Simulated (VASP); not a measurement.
# Ti3Al (P-6m2) in VASP: single point with PBE

Aim: the single point of Ti3Al with PBE.

Program: VASP 6.6.1. These are calculated values, not measurements. Logs are shortened: lines on timing, memory, paths and dates and some standing lists are left out, and cuts for length are marked.

## 1. The cell of the first run

It takes space group P-6m2 (No. 187, hexagonal). The conventional cell has a = 3.012 Å, b = 3.012 Å, c = 8.732 Å, α = 90.00°, β = 90.00°, γ = 120.00°. Ti (site symmetry -6m2) has 12 Ti at 2.75 to 3.01 Å within 3.6 Å. Ti (site symmetry 3m) has 9 Ti at 2.75 to 3.01 Å and 3 Al at 2.83 Å within 3.6 Å. Al (site symmetry -6m2) has 6 Ti at 2.83 Å and 6 Al at 3.01 Å within 3.7 Å.

## 2. Single point, PBE

INCAR reads:

```
SYSTEM = Ti3Al
PREC = Accurate ; ENCUT = 550
EDIFF = 1E-6 ; ISMEAR = 0
SIGMA = 0.15 ; LREAL = .False.
LASPH = .True. ; NELM = 300
ALGO = All ; ISIF = 2
LWAVE = .False. ; LCHARG = .False.
GGA = PE ; NBANDS = 28
GGA_COMPAT = .False. ; ISEARCH = 1
KPAR = 4
```

KPOINTS reads:

```
regular mesh
0
Gamma
  15 15 6
  0 0 0
```

POSCAR reads:

```
Ti3Al
1.0
    3.0123075325      0.0000000000      0.0000000000
   -1.5061537662      2.6087348472      0.0000000000
    0.0000000000      0.0000000000      8.7323783060
Ti Al
3 1
Direct
    0.6666666667      0.3333333333      0.0000000000
    0.3333333333      0.6666666667      0.7558737898
    0.3333333333      0.6666666667      0.2441262102
    0.6666666667      0.3333333333      0.5000000000
```

Potentials or basis: VASP PAW PBE potentials, release 64 (Ti_sv, Al).

On the command line:

```sh
$ cat potpaw_PBE.64/Ti_sv/POTCAR potpaw_PBE.64/Al/POTCAR > POTCAR
$ mpirun -np 4 vasp_std > vasp.out
```

OUTCAR:

```text
SYSTEM = Ti3Al
   PREC = Accurate
   ENCUT = 550
   EDIFF = 1E-6
   ISMEAR = 0
   LREAL = .False.
   LASPH = .True.
   NELM = 300
   ISIF = 2
   GGA = PE

 ion  position               nearest neighbor table
   1  0.667  0.333  0.000-   2 2.75   3 2.75   2 2.75   3 2.75   2 2.75   3 2.75
   2  0.333  0.667  0.756-   1 2.75   1 2.75   1 2.75   4 2.83   4 2.83   4 2.83
   3  0.333  0.667  0.244-   1 2.75   1 2.75   1 2.75   4 2.83   4 2.83   4 2.83
   4  0.667  0.333  0.500-   2 2.83   3 2.83   2 2.83   3 2.83   2 2.83   3 2.83

  LATTYP: Found a hexagonal cell.
 ALAT       =     3.0123075325
 C/A-ratio  =     2.8989000000

  Lattice vectors:

 A1 = (   3.0123075325,   0.0000000000,   0.0000000000)
 A2 = (  -1.5061537662,   2.6087348472,   0.0000000000)
 A3 = (   0.0000000000,   0.0000000000,   8.7323783060)

Analysis of symmetry for initial positions (statically):
=====================================================================
 Subroutine PRICEL returns:
 Original cell was already a primitive cell.

 Routine SETGRP: Setting up the symmetry group for a
 hexagonal supercell.

 Subroutine GETGRP returns: Found 12 space group operations
 (whereof 12 operations were pure point group operations)
 out of a pool of 24 trial point group operations.

The static configuration has the point symmetry D_3h.

Analysis of symmetry for dynamics (positions and initial velocities):
=====================================================================
 Subroutine PRICEL returns:
 Original cell was already a primitive cell.

 Routine SETGRP: Setting up the symmetry group for a
 hexagonal supercell.

 Subroutine GETGRP returns: Found 12 space group operations
 (whereof 12 operations were pure point group operations)
 out of a pool of 24 trial point group operations.

The dynamic configuration has the point symmetry D_3h.

 Subroutine INISYM returns: Found 12 space group operations
 (whereof 12 operations are pure point group operations),
 and found     1 'primitive' translations

----------------------------------------------------------------------------------------

                                     Primitive cell

  volume of cell :      68.6218

  direct lattice vectors                    reciprocal lattice vectors
     3.012307532  0.000000000  0.000000000     0.331971417  0.191663787  0.000000000
    -1.506153766  2.608734847  0.000000000     0.000000000  0.383327574  0.000000000
     0.000000000  0.000000000  8.732378306     0.000000000  0.000000000  0.114516340

  length of vectors
     3.012307532  3.012307533  8.732378306     0.383327574  0.383327574  0.114516340

  position of ions in fractional coordinates (direct lattice)
[... 88 lines left out ...]
   NFREE  =      0    steps in history (QN), initial steepest desc. (CG)
   ISIF   =      2    stress and relaxation
   ISYM   =      2    0-nonsym 1-usesym 2-fastsym
   POTIM  = 0.5000    time-step for ionic-motion
   TEBEG  =    0.0;   TEEND  =   0.0 temperature during run
   PSTRESS=    0.0 pullay stress
   NELECT =      39.0000    total number of electrons
   NUPDOWN=      -1.0000    fix difference up-down
   EMIN   =  10.00;   EMAX   =-10.00  energy-range for DOS
   EFERMI =   0.00;   METHOD = LEGACY
   ISMEAR =     0;   SIGMA  =   0.15  broadening in eV -4-tet -1-fermi 0-gaus
   EFERMI_NEDOS =   21; number of points for ismear=-14 and -15
   IALGO  =     58    algorithm
   IMIX   =      4    mixing-type and parameters
     AMIX     =   0.40;   BMIX     =  1.00
     AMIX_MAG =   1.60;   BMIX_MAG =  1.00
  volume/ion in A,a.u.               =      17.16       115.77
  Fermi-wavevector in a.u.,A,eV,Ry     =   1.356050  2.562563 25.019375  1.838872
  Thomas-Fermi vector in A             =   2.483086
   LORBIT       =      0    0 simple, 1 ext, 2 COOP (PROOUT), +10 PAW based schemes
   GGA     = PE    functional components
   LHFCALC =     F    Hartree Fock is set to
   AEXX    =    0.0000 exact exchange contribution
   IVDW    =     0    specifies the selected vdW correction
   LEPSILON=     F    determine dielectric tensor
   LRPA    =     F    only Hartree local field effects (RPA)
 non-spin polarized calculation
 Gauss-broadening in eV      SIGMA  =   0.15
  energy-cutoff  :      550.00
  volume of cell :       68.62
 maximum number of plane-waves:      2034
 NGX is ok and might be reduce to    24
   NGX = 11   NGY = 11   NGZ = 33

 number of electron      39.0000007 magnetization

 Free energy of the ion-electron system (eV)
  ---------------------------------------------------
  ext. energy  EPLUGINS =         0.00000000
  ---------------------------------------------------
  free energy    TOTEN  =       -27.62061160 eV

  energy without entropy =      -27.58372654  energy(sigma->0) =      -27.60216907

 E-fermi :   7.9340     XC(G=0): -11.1775

 val. band max:        7.9343249959   @ k =   0.2000   0.2000   0.3333
 cond. band min:       7.9376428752   @ k =   0.1333   0.0667   0.0000
 fundamental gap:      0.0033178793
 Fermi energy:         7.9340293499

 k-point     1 :       0.0000    0.0000    0.0000
  band No.  band energies     occupation
      1     -48.8041      2.00000
      2     -48.7406      2.00000
      3     -48.6389      2.00000
      4     -25.3723      2.00000
      5     -25.0727      2.00000
      6     -24.8134      2.00000
[... 733 lines left out ...]
     27      10.9163      0.00000
     28      11.6540      0.00000

 [... further k-points ...]

------------------------ aborting loop because EDIFF is reached ----------------------------------------

  FORCE on cell =-STRESS in cart. coord.  units (eV):
  Direction    XX          YY          ZZ          XY          YZ          ZX
  --------------------------------------------------------------------------------------
  -------------------------------------------------------------------------------------
  Total       -1.4162069     -1.4162069      4.0966828     -0.0000000      0.0000000      0.0000000
  in kB      -33.0655316    -33.0655316     95.6491546     -0.0000000      0.0000000      0.0000000
  external PRESSURE =       9.8393638 kB  Pullay stress =       0.0000000 kB

 VOLUME and BASIS-vectors are now :
 -----------------------------------------------------------------------------
  energy-cutoff  :      550.00
  volume of cell :       68.62
      direct lattice vectors                 reciprocal lattice vectors
     3.012307532  0.000000000  0.000000000     0.331971417  0.191663787  0.000000000
    -1.506153766  2.608734847  0.000000000     0.000000000  0.383327574  0.000000000
     0.000000000  0.000000000  8.732378306     0.000000000  0.000000000  0.114516340

 POSITION                                       TOTAL-FORCE (eV/Angst)
 -----------------------------------------------------------------------------------
      1.50615      0.86958      0.00000        -0.000000      0.000000     -0.000000
     -0.00000      1.73916      6.60058         0.000000     -0.000000     -0.372707
     -0.00000      1.73916      2.13180         0.000000     -0.000000      0.372707
      1.50615      0.86958      4.36619         0.000000     -0.000000     -0.000000
 -----------------------------------------------------------------------------------
    total drift:                                0.000000     -0.000000     -0.000000

  FREE ENERGIE OF THE ION-ELECTRON SYSTEM (eV)
  ---------------------------------------------------
  free  energy   TOTEN  =       -27.6206116038 eV

  energy  without entropy=      -27.5837204766  energy(sigma->0) =      -27.60216604
```

Wall time 100 s (4 MPI ranks of Intel Xeon Platinum 8488C (Sapphire Rapids), shared host); peak memory 0.5 GiB.

What came out:

```yaml
Free_energy: -27.6206 eV
Pressure: 1.0 GPa
Largest_force: 0.373 eV/Å
Band_gap_on_the_k_mesh: zero (an odd number of electrons rules out a gap without spin polarisation)
```

Forces on the atoms (eV/Å):
```
Ti   0.000  0.000  0.000
Ti   0.000  0.000 -0.373
Ti   0.000  0.000  0.373
Al   0.000  0.000  0.000
```

Stress tensor (GPa, compression positive):
```
-3.31  0.00  0.00
 0.00 -3.31  0.00
 0.00  0.00  9.56
```

Caveat: the stress differs along the axes, from -3 to 10 GPa.
